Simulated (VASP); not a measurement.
**Te: single point with PBE**

The system is Te.

```
Te
1.0
     4.28982   -2.40240    0.00000
     4.28982    2.40240    0.00000
    -0.13217    0.00000    4.00943
Te
3
Direct
  0.67600 0.67600 0.67500
  0.32400 0.32400 0.32500
  0.00000 0.00000 0.00000
```

* Program: VASP 6.6.1
* Task: single point
* Functional: PBE
* Potentials or basis: VASP PAW PBE potentials, release 64 (Te)
* Cutoff: 520 eV
* k mesh: 8 × 8 × 8
* Occupations: fermi-dirac, width 0.05 eV
* Spin: no spin polarisation

The pressure is 6.0 GPa. The largest force is 0.400 eV/Å and the band gap on the k mesh is zero (bands 9 and 10 overlap by 3.22 eV).

Forces on the atoms (eV/Å):
```
Te  -0.353  0.000 -0.188
Te   0.353  0.000  0.188
Te   0.000  0.000  0.000
```

Stress tensor (GPa, compression positive):
```
5.19 0.00 0.96
0.00 5.29 0.00
0.96 0.00 7.40
```

Levels at points of the mesh, in eV from the Fermi level:
```tsv
k point	band 7	band 8	band 9	band 10	band 11	band 12
(0.00, 0.00, 0.00)	-3.72	-2.07	-1.77	1.45	2.82	3.14
(0.50, 0.00, 0.00)	-2.51	0.10	0.15	0.44	0.87	3.02
(0.50, 0.50, 0.00)	-2.26	0.43	0.45	0.55	0.74	2.65
(0.00, 0.00, 0.50)	-2.58	-1.78	-1.72	-1.68	-1.50	-0.94
(0.50, 0.00, 0.50)	-3.72	-3.54	1.54	1.77	1.78	3.07
(0.50, 0.50, 0.50)	-3.76	-3.59	1.46	1.56	2.09	2.57
```

It took 3.9 min on 1 thread of Intel(R) Xeon(R) Platinum 8375C CPU @ 2.90GHz (Ice Lake), with other jobs on the host, peak memory 0.31 GiB.

Caveat: the cell stands under pressure; spin-orbit coupling is left out, which moves the levels of the heavy elements.
